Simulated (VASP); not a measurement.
# Al5Cl2 (P6/mmm) in VASP: further runs

The runs below take Al5Cl2 through single point, with PBE.

Everything below comes from runs of VASP 6.6.1. Logs are shortened: lines on timing, memory, paths and dates and some standing lists are left out, and cuts for length are marked.

## 1. The cell of the first run

The structure is hexagonal, space group P6/mmm (No. 191). The conventional cell has a = 4.241 Å, b = 4.241 Å, c = 8.909 Å, α = 90.00°, β = 90.00°, γ = 120.00°. Within 3.2 Å of Al (site symmetry 6/mmm) lie 6 Cl at 2.45 Å. Within 2.8 Å of Al (site symmetry 6/mmm) lie 6 Al at 2.12 Å. Within 2.8 Å of Al (site symmetry mmm) lie 6 Al at 2.12 Å. Within 3.2 Å of Cl (site symmetry -6m2) lie 3 Cl at 2.45 Å and 3 Al at 2.45 Å.

The cell was built from a structure type or drawn by symmetry, and may not be a known phase.

## 2. Single point, PBE

File INCAR:

```
  PREC = Accurate
  ENCUT = 520
  EDIFF = 1E-6
  ISMEAR = 0
  SIGMA = 0.1
  LREAL = False
  LASPH = True
  NELM = 80
  ALGO = Normal
  ISIF = 2
  LWAVE = False
  LCHARG = False
  GGA = PE
  NBANDS = 24
```

File KPOINTS:

```
Automatic mesh
0
Gamma
  6 6 2
```

File POSCAR:

```
Al5Cl2
1.0
    4.2413888600      0.0000000000      0.0000000000
   -2.1206944300      3.6731505000      0.0000000000
    0.0000000000      0.0000000000      8.9090974600
Al Cl
5 2
Direct
    0.0000000000      0.0000000000      0.0000000000
    0.0000000000      0.0000000000      0.5000000000
    0.5000000000      0.0000000000      0.5000000000
    0.0000000000      0.5000000000      0.5000000000
    0.5000000000      0.5000000000      0.5000000000
    0.3333333300      0.6666666700      0.0000000000
    0.6666666700      0.3333333300      0.0000000000
```

Potentials or basis: VASP PAW PBE potentials, release 64 (Al, Cl).

Run with:

```sh
> cat potpaw_PBE.64/Al/POTCAR potpaw_PBE.64/Cl/POTCAR > POTCAR
> mpirun -np 1 vasp_std > vasp.out
```

OUTCAR:

```text
PREC = Accurate
   ENCUT = 520
   EDIFF = 1E-6
   ISMEAR = 0
   LREAL = False
   LASPH = True
   NELM = 80
   ISIF = 2
   GGA = PE

 ion  position               nearest neighbor table
   1  0.000  0.000  0.000-   6 2.45   7 2.45   6 2.45   7 2.45   7 2.45   6 2.45
   2  0.000  0.000  0.500-   4 2.12   5 2.12   4 2.12   5 2.12   3 2.12   3 2.12
   3  0.500  0.000  0.500-   4 2.12   5 2.12   5 2.12   4 2.12   2 2.12   2 2.12
   4  0.000  0.500  0.500-   2 2.12   3 2.12   2 2.12   3 2.12   5 2.12   5 2.12
   5  0.500  0.500  0.500-   2 2.12   3 2.12   3 2.12   2 2.12   4 2.12   4 2.12
   6  0.333  0.667  0.000-   7 2.45   1 2.45   7 2.45   1 2.45   1 2.45   7 2.45
   7  0.667  0.333  0.000-   6 2.45   1 2.45   6 2.45   1 2.45   1 2.45   6 2.45

  LATTYP: Found a hexagonal cell.
 ALAT       =     4.2413888600
 C/A-ratio  =     2.1005141839

  Lattice vectors:

 A1 = (   4.2413888600,   0.0000000000,   0.0000000000)
 A2 = (  -2.1206944300,   3.6731505000,   0.0000000000)
 A3 = (   0.0000000000,   0.0000000000,   8.9090974600)

Analysis of symmetry for initial positions (statically):
=====================================================================
 Subroutine PRICEL returns:
 Original cell was already a primitive cell.

 Routine SETGRP: Setting up the symmetry group for a
 hexagonal supercell.

 Subroutine GETGRP returns: Found 24 space group operations
 (whereof 24 operations were pure point group operations)
 out of a pool of 24 trial point group operations.

The static configuration has the point symmetry D_6h.

Analysis of symmetry for dynamics (positions and initial velocities):
=====================================================================
 Subroutine PRICEL returns:
 Original cell was already a primitive cell.

 Routine SETGRP: Setting up the symmetry group for a
 hexagonal supercell.

 Subroutine GETGRP returns: Found 24 space group operations
 (whereof 24 operations were pure point group operations)
 out of a pool of 24 trial point group operations.

The dynamic configuration has the point symmetry D_6h.

 Subroutine INISYM returns: Found 24 space group operations
 (whereof 24 operations are pure point group operations),
 and found     1 'primitive' translations

----------------------------------------------------------------------------------------

                                     Primitive cell

  volume of cell :     138.7971

[... 91 lines left out ...]
   IBRION =     -1    ionic relax: 0-MD 1-quasi-New 2-CG
   NFREE  =      0    steps in history (QN), initial steepest desc. (CG)
   ISIF   =      2    stress and relaxation
   ISYM   =      2    0-nonsym 1-usesym 2-fastsym
   POTIM  = 0.5000    time-step for ionic-motion
   TEBEG  =    0.0;   TEEND  =   0.0 temperature during run
   PSTRESS=    0.0 pullay stress
   NELECT =      29.0000    total number of electrons
   NUPDOWN=      -1.0000    fix difference up-down
   EMIN   =  10.00;   EMAX   =-10.00  energy-range for DOS
   EFERMI =   0.00;   METHOD = LEGACY
   ISMEAR =     0;   SIGMA  =   0.10  broadening in eV -4-tet -1-fermi 0-gaus
   EFERMI_NEDOS =   21; number of points for ismear=-14 and -15
   IALGO  =     38    algorithm
   IMIX   =      4    mixing-type and parameters
     AMIX     =   0.40;   BMIX     =  1.00
     AMIX_MAG =   1.60;   BMIX_MAG =  1.00
  volume/ion in A,a.u.               =      19.83       133.81
  Fermi-wavevector in a.u.,A,eV,Ry     =   0.971436  1.835747 12.839641  0.943687
  Thomas-Fermi vector in A             =   2.101652
   LORBIT       =      0    0 simple, 1 ext, 2 COOP (PROOUT), +10 PAW based schemes
   GGA     = PE    functional components
   LHFCALC =     F    Hartree Fock is set to
   AEXX    =    0.0000 exact exchange contribution
   IVDW    =     0    specifies the selected vdW correction
   LEPSILON=     F    determine dielectric tensor
   LRPA    =     F    only Hartree local field effects (RPA)
 non-spin polarized calculation
 Gauss-broadening in eV      SIGMA  =   0.10
  energy-cutoff  :      520.00
  volume of cell :      138.80
 maximum number of plane-waves:      3759
 NGX is ok and might be reduce to    32
   NGX = 15   NGY = 15   NGZ = 33

 number of electron      29.0000003 magnetization

 Free energy of the ion-electron system (eV)
  ---------------------------------------------------
  ext. energy  EPLUGINS =         0.00000000
  ---------------------------------------------------
  free energy    TOTEN  =        -7.29544197 eV

  energy without entropy =       -7.26631084  energy(sigma->0) =       -7.28087641

 E-fermi :   5.8127     XC(G=0):  -8.7320

 val. band max:        5.7595358832   @ k =   0.3333   0.1667   0.0000
 cond. band min:       5.8494637501   @ k =   0.3333   0.1667   0.5000
 fundamental gap:      0.0899278669
 Fermi energy:         5.8126543213

 k-point     1 :       0.0000    0.0000    0.0000
  band No.  band energies     occupation
      1     -13.6859      2.00000
      2      -8.9856      2.00000
      3      -6.6599      2.00000
      4      -2.1853      2.00000
      5      -2.1853      2.00000
      6      -1.1827      2.00000
[... 367 lines left out ...]
     23      12.1696      0.00000
     24      12.4291      0.00000

------------------------ aborting loop because EDIFF is reached ----------------------------------------

  FORCE on cell =-STRESS in cart. coord.  units (eV):
  Direction    XX          YY          ZZ          XY          YZ          ZX
  --------------------------------------------------------------------------------------
  -------------------------------------------------------------------------------------
  Total       72.4474812     72.4474812     -1.1410416      0.0000000     -0.0000000      0.0000000
  in kB      836.2831548    836.2831547    -13.1713884      0.0000000     -0.0000000      0.0000000
  external PRESSURE =     553.1316404 kB  Pullay stress =       0.0000000 kB

 VOLUME and BASIS-vectors are now :
 -----------------------------------------------------------------------------
  energy-cutoff  :      520.00
  volume of cell :      138.80
      direct lattice vectors                 reciprocal lattice vectors
     4.241388860  0.000000000  0.000000000     0.235771827  0.136122928  0.000000000
    -2.120694430  3.673150500  0.000000000     0.000000000  0.272245855  0.000000000
     0.000000000  0.000000000  8.909097460     0.000000000  0.000000000  0.112244815

 POSITION                                       TOTAL-FORCE (eV/Angst)
 -----------------------------------------------------------------------------------
      0.00000      0.00000      0.00000        -0.000000      0.000000      0.000000
      0.00000      0.00000      4.45455        -0.000000      0.000000      0.000000
      2.12069      0.00000      4.45455        -0.000000      0.000000      0.000000
     -1.06035      1.83658      4.45455        -0.000000      0.000000      0.000000
      1.06035      1.83658      4.45455        -0.000000      0.000000      0.000000
     -0.00000      2.44877      0.00000        -0.000000      0.000000      0.000000
      2.12069      1.22438      0.00000         0.000000     -0.000000      0.000000
 -----------------------------------------------------------------------------------
    total drift:                               -0.000000      0.000000      0.000000

  FREE ENERGIE OF THE ION-ELECTRON SYSTEM (eV)
  ---------------------------------------------------
  free  energy   TOTEN  =        -7.2954419697 eV

  energy  without entropy=       -7.2663108425  energy(sigma->0) =       -7.28087641
```

OSZICAR:

```text
N       E                     dE             d eps       ncg     rms          rms(c)
DAV:   1     0.133133146471E+03    0.13313E+03   -0.11312E+04   672   0.968E+02
DAV:   2    -0.439806478264E+01   -0.13753E+03   -0.12891E+03   936   0.177E+02
DAV:   3    -0.154601033828E+02   -0.11062E+02   -0.10712E+02   872   0.497E+01
DAV:   4    -0.157056557874E+02   -0.24555E+00   -0.24516E+00   888   0.858E+00
DAV:   5    -0.157136825745E+02   -0.80268E-02   -0.80261E-02   968   0.149E+00    0.172E+01
DAV:   6    -0.818646579856E+01    0.75272E+01   -0.31275E+01   832   0.912E+00    0.142E+01
DAV:   7    -0.752539068421E+01    0.66108E+00   -0.21534E+00   728   0.524E+00    0.823E+00
DAV:   8    -0.770422011361E+01   -0.17883E+00   -0.22468E+00   800   0.452E+00    0.232E+00
DAV:   9    -0.730627996682E+01    0.39794E+00   -0.93643E-01   752   0.215E+00    0.993E-01
DAV:  10    -0.733163845831E+01   -0.25358E-01   -0.98467E-02   864   0.110E+00    0.948E-01
DAV:  11    -0.730931653107E+01    0.22322E-01   -0.47744E-02   840   0.705E-01    0.478E-01
DAV:  12    -0.729709520948E+01    0.12221E-01   -0.15439E-02   824   0.358E-01    0.252E-01
DAV:  13    -0.729661690675E+01    0.47830E-03   -0.13886E-03   824   0.163E-01    0.170E-01
DAV:  14    -0.729551591351E+01    0.11010E-02   -0.77831E-04   856   0.860E-02    0.457E-02
DAV:  15    -0.729544161486E+01    0.74299E-04   -0.91715E-05   856   0.337E-02    0.195E-02
DAV:  16    -0.729544196972E+01   -0.35486E-06   -0.47509E-06   952   0.928E-03
   1 F= -.72954420E+01 E0= -.72808764E+01  d E =-.291311E-01
```

stdout:

```text
POSCAR found type information on POSCAR AlCl
 POSCAR found :  2 types and       7 ions
 scaLAPACK will be used
 LDA part: xc-table for (Slater+PW92), standard interpolation
 POSCAR, INCAR and KPOINTS ok, starting setup
 FFT: planning ... GRIDC
 FFT: planning ... GRID_SOFT
 FFT: planning ... GRID
 WAVECAR not read
 entering main loop
```

Run time: 27 s. Hardware: 1 thread of AMD EPYC 9R45 (Zen 5), shared host; peak memory 0.22 GiB.

Results:

| Item | Value |
| --- | --- |
| Free energy | -7.2954 eV |
| Pressure | 55.3 GPa |
| Band gap on the k mesh | zero (an odd number of electrons rules out a gap without spin polarisation) |

Levels at points of the mesh, in eV from the Fermi level:
```csv
k point,band 12,band 13,band 14,band 15,band 16,band 17
"(0.00, 0.00, 0.00)",-3.87,-3.00,-2.05,-0.74,-0.74,-0.74
"(0.50, 0.00, 0.00)",-2.28,-2.15,-1.99,0.20,1.16,2.53
"(0.00, 0.00, 0.50)",-3.87,-2.99,-1.84,-0.75,-0.74,-0.74
"(0.50, 0.00, 0.50)",-2.33,-2.26,-1.99,0.36,0.79,2.53
```

Caveat: the cell stands under pressure; an odd number of electrons without spin polarisation forces a metal; a magnetic or distorted state may lie lower.

## 3. Single point, PBE

This run uses another cell than the first one, of 20.63 Å³/atom.

File INCAR:

```
SYSTEM = Al5Cl2
PREC = Accurate
ENCUT = 520
EDIFF = 1E-6
ISMEAR = 0
SIGMA = 0.1
LREAL = .False.
LASPH = .True.
NELM = 60
ALGO = Normal
ISIF = 2
LWAVE = .False.
LCHARG = .True.
GGA = PE
LELF = .True.
LVHAR = .True.
NBANDS = 24
```

File KPOINTS:

```
regular mesh
0
Gamma
  6 6 2
  0 0 0
```

File POSCAR:

```
Al5Cl2
1.0
    5.5372638546      0.0000000000      0.0000000000
   -2.7686319273      4.7954111656      0.0000000000
    0.0000000000      0.0000000000      5.4393884991
Al Cl
5 2
Direct
    0.0000000000      0.0000000000      0.0000000000
    0.0000000000      0.0000000000      0.5000000000
    0.5000000000      0.0000000000      0.5000000000
    0.0000000000      0.5000000000      0.5000000000
    0.5000000000      0.5000000000      0.5000000000
    0.3333333333      0.6666666667      0.0000000000
    0.6666666667      0.3333333333      0.0000000000
```

Potentials or basis: VASP PAW PBE potentials, release 64 (Al, Cl).

Run with:

```sh
> cat potpaw_PBE.64/Al/POTCAR potpaw_PBE.64/Cl/POTCAR > POTCAR
> mpirun -np 1 vasp_std > vasp.out
```

OUTCAR:

```text
SYSTEM = Al5Cl2
   PREC = Accurate
   ENCUT = 520
   EDIFF = 1E-6
   ISMEAR = 0
   LREAL = .False.
   LASPH = .True.
   NELM = 60
   ISIF = 2
   GGA = PE

 ion  position               nearest neighbor table
   1  0.000  0.000  0.000-   2 2.72   2 2.72
   2  0.000  0.000  0.500-   1 2.72   1 2.72   3 2.77   3 2.77   4 2.77   4 2.77   5 2.77   5 2.77

   3  0.500  0.000  0.500-   2 2.77   2 2.77   5 2.77   5 2.77   4 2.77   4 2.77
   4  0.000  0.500  0.500-   5 2.77   5 2.77   2 2.77   2 2.77   3 2.77   3 2.77
   5  0.500  0.500  0.500-   4 2.77   4 2.77   2 2.77   3 2.77   3 2.77   2 2.77
   6  0.333  0.667  0.000-
   7  0.667  0.333  0.000-

  LATTYP: Found a hexagonal cell.
 ALAT       =     5.5372638546
 C/A-ratio  =     0.9823242385

  Lattice vectors:

 A1 = (   5.5372638546,   0.0000000000,   0.0000000000)
 A2 = (  -2.7686319273,   4.7954111656,   0.0000000000)
 A3 = (   0.0000000000,   0.0000000000,   5.4393884991)

Analysis of symmetry for initial positions (statically):
=====================================================================
 Subroutine PRICEL returns:
 Original cell was already a primitive cell.
[... 175 lines left out ...]
 Fermi energy:         5.5760594575

 k-point     1 :       0.0000    0.0000    0.0000
  band No.  band energies     occupation
      1     -10.5681      2.00000
      2      -9.6543      2.00000
      3      -3.1267      2.00000
      4      -0.2259      2.00000
      5       0.3400      2.00000
      6       0.3400      2.00000
[... 367 lines left out ...]
     23      10.4931      0.00000
     24      10.4931      0.00000

------------------------ aborting loop because EDIFF is reached ----------------------------------------

  FORCE on cell =-STRESS in cart. coord.  units (eV):
  Direction    XX          YY          ZZ          XY          YZ          ZX
  --------------------------------------------------------------------------------------
  -------------------------------------------------------------------------------------
  Total        0.1836173      0.1836173     -0.1897309      0.0000000     -0.0000000      0.0000000
  in kB        2.0368216      2.0368216     -2.1046386      0.0000000     -0.0000000      0.0000000
  external PRESSURE =       0.6563349 kB  Pullay stress =       0.0000000 kB

 VOLUME and BASIS-vectors are now :
 -----------------------------------------------------------------------------
  energy-cutoff  :      520.00
  volume of cell :      144.43
      direct lattice vectors                 reciprocal lattice vectors
     5.537263855  0.000000000  0.000000000     0.180594609  0.104266346  0.000000000
    -2.768631927  4.795411166  0.000000000     0.000000000  0.208532692  0.000000000
     0.000000000  0.000000000  5.439388499     0.000000000  0.000000000  0.183844195

 POSITION                                       TOTAL-FORCE (eV/Angst)
 -----------------------------------------------------------------------------------
      0.00000      0.00000      0.00000         0.000000      0.000000      0.000000
      0.00000      0.00000      2.71969         0.000000      0.000000      0.000000
      2.76863      0.00000      2.71969         0.000000      0.000000      0.000000
     -1.38432      2.39771      2.71969         0.000000      0.000000      0.000000
      1.38432      2.39771      2.71969         0.000000      0.000000      0.000000
     -0.00000      3.19694      0.00000        -0.000000      0.000000      0.000000
      2.76863      1.59847      0.00000         0.000000      0.000000     -0.000000
 -----------------------------------------------------------------------------------
    total drift:                               -0.000000      0.000000      0.000000

  FREE ENERGIE OF THE ION-ELECTRON SYSTEM (eV)
  ---------------------------------------------------
  free  energy   TOTEN  =       -22.8693023175 eV

  energy  without entropy=      -22.8521553668  energy(sigma->0) =      -22.86072884
```

OSZICAR:

```text
N       E                     dE             d eps       ncg     rms          rms(c)
DAV:   1     0.985401344301E+02    0.98540E+02   -0.10758E+04   672   0.958E+02
DAV:   2    -0.127930538274E+02   -0.11133E+03   -0.10361E+03   944   0.151E+02
DAV:   3    -0.233444241079E+02   -0.10551E+02   -0.10462E+02   840   0.467E+01
DAV:   4    -0.234910673087E+02   -0.14664E+00   -0.14661E+00   760   0.696E+00
DAV:   5    -0.234939812349E+02   -0.29139E-02   -0.29139E-02   864   0.101E+00    0.618E+00
DAV:   6    -0.229926847046E+02    0.50130E+00   -0.57520E-01   720   0.301E+00    0.385E+00
DAV:   7    -0.228730493567E+02    0.11964E+00   -0.33774E-01   728   0.214E+00    0.159E+00
DAV:   8    -0.228696578909E+02    0.33915E-02   -0.22049E-02   760   0.729E-01    0.379E-01
DAV:   9    -0.228692431809E+02    0.41471E-03   -0.22534E-03   744   0.214E-01    0.196E-01
DAV:  10    -0.228693096712E+02   -0.66490E-04   -0.38370E-04   840   0.963E-02    0.533E-02
DAV:  11    -0.228693015145E+02    0.81567E-05   -0.44034E-05   776   0.363E-02    0.193E-02
DAV:  12    -0.228693023175E+02   -0.80303E-06   -0.47684E-06   792   0.103E-02
   1 F= -.22869302E+02 E0= -.22860729E+02  d E =-.171470E-01
```

Run time: 20 s. Hardware: 1 thread of AMD EPYC 9R45 (Zen 5), shared host; peak memory 0.22 GiB.

Results:

```yaml
Free_energy: -22.8693 eV
Pressure: 0.1 GPa
Band_gap_on_the_k_mesh: zero (an odd number of electrons rules out a gap without spin polarisation)
```

Caveat: the k points lie up to 0.58 Å⁻¹ apart, too coarse for converged energies and pressures of a metal; an odd number of electrons without spin polarisation forces a metal; a magnetic or distorted state may lie lower.

(Continued in part 2 of 2.)
